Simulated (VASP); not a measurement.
# Ti2C (R-3m) in VASP: a series of runs

The runs below take Ti2C through single point, with PBEsol.

Everything below comes from runs of VASP 6.6.1. Logs are shortened: lines on timing, memory, paths and dates and some standing lists are left out, and cuts for length are marked.

## 1. The cell of the first run

It takes space group R-3m (No. 166, trigonal). The conventional cell has a = 3.081 Å, b = 3.081 Å, c = 14.441 Å, α = 90.00°, β = 90.00°, γ = 120.00°. Ti (site symmetry 3m) has 3 C at 2.11 Å and 3 Ti at 2.89 Å within 2.9 Å. Within 2.8 Å of C (site symmetry -3m) lie 6 Ti at 2.11 Å.

## 2. Single point, PBEsol

File INCAR:

```
SYSTEM = Ti2C
ALGO = Normal ; EDIFF = 1E-6
ENCUT = 520 ; GGA = PS
ISIF = 2 ; ISMEAR = -1
LASPH = .True. ; LCHARG = .True.
LELF = .True. ; LREAL = .False.
LVHAR = .True. ; LWAVE = .False.
NBANDS = 21 ; NELM = 60
PREC = Accurate ; SIGMA = 0.1
```

File KPOINTS:

```
k-points
0
Gamma
  13 13 13
  0 0 0
```

File POSCAR:

```
Ti2C
1.0
    1.5406981800      0.8895225100      4.8137698500
   -1.5406981800      0.8895225100      4.8137698500
    0.0000000000     -1.7790450200      4.8137698500
Ti C
2 1
Direct
    0.2454978300      0.2454978300      0.2454978300
    0.7545021700      0.7545021700      0.7545021700
    0.5000000000      0.5000000000      0.5000000000
```

Potentials or basis: VASP PAW PBE potentials, release 64 (Ti_sv, C).

Run with:

```console
cat potpaw_PBE.64/Ti_sv/POTCAR potpaw_PBE.64/C/POTCAR > POTCAR
mpirun -np 1 vasp_std > vasp.out
```

OUTCAR:

```text
SYSTEM = Ti2C
   EDIFF = 1E-6
   ENCUT = 520
   GGA = PS
   ISIF = 2
   ISMEAR = -1
   LASPH = .True.
   LREAL = .False.
   NELM = 60
   PREC = Accurate

 ion  position               nearest neighbor table
   1  0.245  0.245  0.245-   3 2.11   3 2.11   3 2.11   2 2.89   2 2.89   2 2.89
   2  0.755  0.755  0.755-   3 2.11   3 2.11   3 2.11   1 2.89   1 2.89   1 2.89
   3  0.500  0.500  0.500-   1 2.11   1 2.11   2 2.11   2 2.11   1 2.11   2 2.11

  LATTYP: Found a trigonal (rhomboedric) cell.
 ALAT       =     5.1319958443
 COS(alpha) =     0.8197428321

  Lattice vectors:

 A1 = (   1.5406981800,   0.8895225100,   4.8137698500)
 A2 = (  -1.5406981800,   0.8895225100,   4.8137698500)
 A3 = (   0.0000000000,  -1.7790450200,   4.8137698500)

Analysis of symmetry for initial positions (statically):
=====================================================================
 Subroutine PRICEL returns:
 Original cell was already a primitive cell.

 Routine SETGRP: Setting up the symmetry group for a
 trigonal (rhombohedral) supercell.

 Subroutine GETGRP returns: Found 12 space group operations
 (whereof 12 operations were pure point group operations)
 out of a pool of 12 trial point group operations.

The static configuration has the point symmetry D_3d.

Analysis of symmetry for dynamics (positions and initial velocities):
=====================================================================
 Subroutine PRICEL returns:
 Original cell was already a primitive cell.

 Routine SETGRP: Setting up the symmetry group for a
 trigonal (rhombohedral) supercell.

 Subroutine GETGRP returns: Found 12 space group operations
 (whereof 12 operations were pure point group operations)
 out of a pool of 12 trial point group operations.

The dynamic configuration has the point symmetry D_3d.

 Subroutine INISYM returns: Found 12 space group operations
 (whereof 12 operations are pure point group operations),
 and found     1 'primitive' translations

----------------------------------------------------------------------------------------

                                     Primitive cell

  volume of cell :      39.5832

  direct lattice vectors                    reciprocal lattice vectors
     1.540698180  0.889522510  4.813769850     0.324528195  0.187366441  0.069245798
    -1.540698180  0.889522510  4.813769850    -0.324528195  0.187366441  0.069245798
     0.000000000 -1.779045020  4.813769850     0.000000000 -0.374732882  0.069245798

  length of vectors
     5.131995844  5.131995844  5.131995845     0.381077044  0.381077044  0.381077043

  position of ions in fractional coordinates (direct lattice)
     0.245497830  0.245497830  0.245497830
     0.754502170  0.754502170  0.754502170
     0.500000000  0.500000000  0.500000000

  ion indices of the primitive-cell ions
   primitive index   ion index
                 1           1
                 2           2
                 3           3

----------------------------------------------------------------------------------------

 KPOINTS: k-points

Automatic generation of k-mesh.
 Grid dimensions read from file:
 generate k-points for:   13   13   13

 Generating k-lattice:

  Cartesian coordinates                     Fractional coordinates (reciprocal lattice)
     0.024963707  0.014412803  0.005326600     0.076923077  0.000000000  0.000000000
    -0.024963707  0.014412803  0.005326600     0.000000000  0.076923077  0.000000000
     0.000000000 -0.028825606  0.005326600     0.000000000  0.000000000  0.076923077

  Length of vectors
     0.029313619  0.029313619  0.029313619

  Shift w.r.t. Gamma in fractional coordinates (k-lattice)
     0.000000000  0.000000000  0.000000000

 Subroutine IBZKPT returns following result:
 ===========================================

 Found    231 irreducible k-points:

 Following reciprocal coordinates:
            Coordinates               Weight
  0.000000  0.000000  0.000000      1.000000
  0.076923  0.000000  0.000000      6.000000
  0.153846 -0.000000  0.000000      6.000000
  0.230769 -0.000000 -0.000000      6.000000
  0.307692 -0.000000  0.000000      6.000000
  0.384615  0.000000  0.000000      6.000000
[... 16 lines left out ...]
  0.384615  0.153846  0.000000     12.000000
  0.461538  0.153846 -0.000000     12.000000
 [... further k-points ...]
   k-points           NKPTS =    231   k-points in BZ     NKDIM =    231   number of bands    NBANDS=     21
   number of dos      NEDOS =    301   number of ions     NIONS =      3
   total plane-waves  NPLWV =  64000
   dimension x,y,z NGX =    40 NGY =   40 NGZ =   40
   dimension x,y,z NGXF=    80 NGYF=   80 NGZF=   80
   ions per type =               2   1
   NGX,Y,Z   is equivalent  to a cutoff of  12.96, 12.96, 12.96 a.u.
   NGXF,Y,Z  is equivalent  to a cutoff of  25.92, 25.92, 25.92 a.u.
 SYSTEM =  Ti2C
   PREC   = accura    normal or accurate (medium, high low for compatibility)
   ISTART =      0    job   : 0-new  1-cont  2-samecut
   ICHARG =      2    charge: 1-file 2-atom 10-const
   ISPIN  =      1    spin polarized calculation?
   LNONCOLLINEAR =      F non collinear calculations
   LSORBIT =      F    spin-orbit coupling
   LASPH  =      T    aspherical Exc in radial PAW
   ENCUT  =  520.0 eV  38.22 Ry    6.18 a.u.   9.54  9.54  9.54*2*pi/ulx,y,z
   NELM   =     60;   NELMIN=  2; NELMDL= -5     # of ELM steps
   EDIFF  = 0.1E-05   stopping-criterion for ELM
   LREAL  =      F    real-space projection
   EDIFFG = 0.1E-04   stopping-criterion for IOM
   NSW    =      0    number of steps for IOM
   IBRION =     -1    ionic relax: 0-MD 1-quasi-New 2-CG
   NFREE  =      0    steps in history (QN), initial steepest desc. (CG)
   ISIF   =      2    stress and relaxation
   ISYM   =      2    0-nonsym 1-usesym 2-fastsym
   POTIM  = 0.5000    time-step for ionic-motion
   TEBEG  =    0.0;   TEEND  =   0.0 temperature during run
   PSTRESS=    0.0 pullay stress
   NELECT =      28.0000    total number of electrons
   NUPDOWN=      -1.0000    fix difference up-down
   EMIN   =  10.00;   EMAX   =-10.00  energy-range for DOS
   EFERMI =   0.00;   METHOD = LEGACY
   ISMEAR =    -1;   SIGMA  =   0.10  broadening in eV -4-tet -1-fermi 0-gaus
   EFERMI_NEDOS =   21; number of points for ismear=-14 and -15
   IALGO  =     38    algorithm
   IMIX   =      4    mixing-type and parameters
     AMIX     =   0.40;   BMIX     =  1.00
     AMIX_MAG =   1.60;   BMIX_MAG =  1.00
  volume/ion in A,a.u.               =      13.19        89.04
  Fermi-wavevector in a.u.,A,eV,Ry     =   1.458670  2.756487 28.949376  2.127719
  Thomas-Fermi vector in A             =   2.575328
   LORBIT       =      0    0 simple, 1 ext, 2 COOP (PROOUT), +10 PAW based schemes
   GGA     = PS    functional components
   LHFCALC =     F    Hartree Fock is set to
   AEXX    =    0.0000 exact exchange contribution
   IVDW    =     0    specifies the selected vdW correction
   LEPSILON=     F    determine dielectric tensor
   LRPA    =     F    only Hartree local field effects (RPA)
 non-spin polarized calculation
  energy-cutoff  :      520.00
  volume of cell :       39.58
 maximum number of plane-waves:      1080
 NGX is ok and might be reduce to    40
   NGX = 19   NGY = 19   NGZ = 19

 number of electron      28.0000004 magnetization

 Free energy of the ion-electron system (eV)
  ---------------------------------------------------
  ext. energy  EPLUGINS =         0.00000000
  ---------------------------------------------------
  free energy    TOTEN  =       -28.44230021 eV

  energy without entropy =      -28.38087985  energy(sigma->0) =      -28.41159003

 E-fermi :   8.2297     XC(G=0): -11.9666

 val. band max:        8.2277548055   @ k =  -0.3846   0.3077   0.2308
 cond. band min:       8.2312632719   @ k =   0.3846   0.1538   0.0000
 fundamental gap:      0.0035084664
 Fermi energy:         8.2296511302

 k-point     1 :       0.0000    0.0000    0.0000
  band No.  band energies     occupation
      1     -48.2617      2.00000
      2     -48.1589      2.00000
      3     -24.9387      2.00000
      4     -24.4190      2.00000
      5     -24.4190      2.00000
      6     -24.3692      2.00000
[... 13 lines left out ...]
     20      11.2502      0.00000
     21      12.3138      0.00000

 k-point     2 :       0.0769    0.0000    0.0000
  band No.  band energies     occupation
      1     -48.2577      2.00000
      2     -48.1579      2.00000
      3     -24.9284      2.00000
      4     -24.4398      2.00000
      5     -24.4237      2.00000
      6     -24.3727      2.00000
[... 13 lines left out ...]
     20      11.2869      0.00000
     21      12.4253      0.00000

 k-point     3 :       0.1538   -0.0000    0.0000
  band No.  band energies     occupation
      1     -48.2464      2.00000
      2     -48.1551      2.00000
      3     -24.8991      2.00000
      4     -24.4948      2.00000
      5     -24.4365      2.00000
      6     -24.4166      2.00000
[... 13 lines left out ...]
     20      11.4182      0.00000
     21      12.6826      0.00000

 k-point     4 :       0.2308   -0.0000   -0.0000
  band No.  band energies     occupation
      1     -48.2297      2.00000
      2     -48.1521      2.00000
      3     -24.8551      2.00000
      4     -24.5706      2.00000
      5     -24.4909      2.00000
      6     -24.4544      2.00000
[... 13 lines left out ...]
     20      11.5615      0.00000
     21      13.1344      0.00000

 k-point     5 :       0.3077   -0.0000    0.0000
  band No.  band energies     occupation
      1     -48.2103      2.00000
      2     -48.1505      2.00000
      3     -24.8056      2.00000
      4     -24.6493      2.00000
      5     -24.5635      2.00000
      6     -24.4734      2.00000
[... 13 lines left out ...]
     20      11.5809      0.00000
     21      13.3673      0.00000
[... 382 lines left out ...]
     20      11.6270      0.00000
     21      12.7931      0.00000

 k-point    22 :       0.3077    0.1538   -0.0000
  band No.  band energies     occupation
      1     -48.2191      2.00000
      2     -48.1525      2.00000
      3     -24.8327      2.00000
      4     -24.5944      2.00000
      5     -24.5560      2.00000
      6     -24.4546      2.00000
[... 13 lines left out ...]
     20      12.0017      0.00000
     21      13.1448      0.00000

 k-point    23 :       0.3846    0.1538    0.0000
  band No.  band energies     occupation
      1     -48.2013      2.00000
      2     -48.1517      2.00000
      3     -24.7966      2.00000
      4     -24.6466      2.00000
      5     -24.6119      2.00000
      6     -24.4719      2.00000
[... 13 lines left out ...]
     20      12.1436      0.00000
     21      13.3465      0.00000

 k-point    24 :       0.4615    0.1538   -0.0000
  band No.  band energies     occupation
      1     -48.1839      2.00000
      2     -48.1535      2.00000
      3     -24.7740      2.00000
      4     -24.6920      2.00000
      5     -24.6339      2.00000
      6     -24.5240      2.00000
[... 13 lines left out ...]
     20      12.2068      0.00000
     21      12.7072      0.00000

 [... further k-points ...]
[... 5 lines left out ...]
  --------------------------------------------------------------------------------------
  -------------------------------------------------------------------------------------
  Total       -1.1357728     -1.1357728     -0.9553787      0.0000000      0.0000000      0.0000000
  in kB      -45.9717431    -45.9717432    -38.6700769      0.0000000      0.0000000      0.0000000
  external PRESSURE =     -43.5378544 kB  Pullay stress =       0.0000000 kB

 VOLUME and BASIS-vectors are now :
 -----------------------------------------------------------------------------
  energy-cutoff  :      520.00
  volume of cell :       39.58
      direct lattice vectors                 reciprocal lattice vectors
     1.540698180  0.889522510  4.813769850     0.324528195  0.187366441  0.069245798
    -1.540698180  0.889522510  4.813769850    -0.324528195  0.187366441  0.069245798
     0.000000000 -1.779045020  4.813769850     0.000000000 -0.374732882  0.069245798

 POSITION                                       TOTAL-FORCE (eV/Angst)
 -----------------------------------------------------------------------------------
      0.00000      0.00000      3.54531         0.000000      0.000000     -0.163466
      0.00000      0.00000     10.89600         0.000000      0.000000      0.163466
      0.00000      0.00000      7.22065         0.000000     -0.000000      0.000000
 -----------------------------------------------------------------------------------
    total drift:                                0.000000      0.000000     -0.000000

  FREE ENERGIE OF THE ION-ELECTRON SYSTEM (eV)
  ---------------------------------------------------
  free  energy   TOTEN  =       -28.4423002127 eV

  energy  without entropy=      -28.3808798544  energy(sigma->0) =      -28.41159003
```

It took 5.5 min on 1 thread of Intel Xeon Platinum 8488C (Sapphire Rapids), shared host; peak memory 0.35 GiB.

Results:

- Free energy: -28.4423 eV
- Pressure: -4.4 GPa
- Largest force: 0.163 eV/Å
- Band gap on the k mesh: zero (bands 14 and 15 overlap by 0.97 eV)

Forces on the atoms (eV/Å):
```
Ti   0.000  0.000 -0.163
Ti   0.000  0.000  0.163
C    0.000  0.000  0.000
```

Caveat: the cell stands under tension; the PAW data sets were made with another functional, which shifts forces and pressure a little.

## 3. Single point, PBEsol

File INCAR:

```
ALGO = Normal ; EDIFF = 1E-7
ENCUT = 520 ; GGA = PS
ISIF = 2 ; ISMEAR = -1
LASPH = T ; LCHARG = F
LREAL = F ; LWAVE = F
NBANDS = 21 ; NELM = 100
PREC = Accurate ; SIGMA = 0.1
```

File KPOINTS:

```
k-points
0
Gamma
  13 13 13
```

POSCAR is that of step 2.

Potentials or basis: VASP PAW PBE potentials, release 64 (Ti_sv, C).

Run with:

```console
cat potpaw_PBE.64/Ti_sv/POTCAR potpaw_PBE.64/C/POTCAR > POTCAR
mpirun -np 1 vasp_std > vasp.out
```

It took 6 min on 1 thread of Intel Xeon Platinum 8488C (Sapphire Rapids), shared host; peak memory 0.35 GiB.

It converged, with:

```
Free energy            : -28.4423 eV
Pressure               : -4.3 GPa
Largest force          : 0.162 eV/Å
Band gap on the k mesh : zero (bands 14 and 15 overlap by 0.97 eV)
```

Forces in eV/Å, atoms in the order of the input:
```
Ti   0.000  0.000 -0.162
Ti   0.000  0.000  0.162
C    0.000  0.000  0.000
```

Stress tensor (GPa, compression positive):
```
-4.59  0.00  0.00
 0.00 -4.59  0.00
 0.00  0.00 -3.86
```

Levels at points of the mesh, in eV from the Fermi level:
```
           k point  band 12  band 13  band 14  band 15  band 16  band 17
(0.00, 0.00, 0.00)    -2.52    -1.99     0.50     0.50     1.02     1.95
```

Caveat: the cell stands under tension; the PAW data sets were made with another functional, which shifts forces and pressure a little.
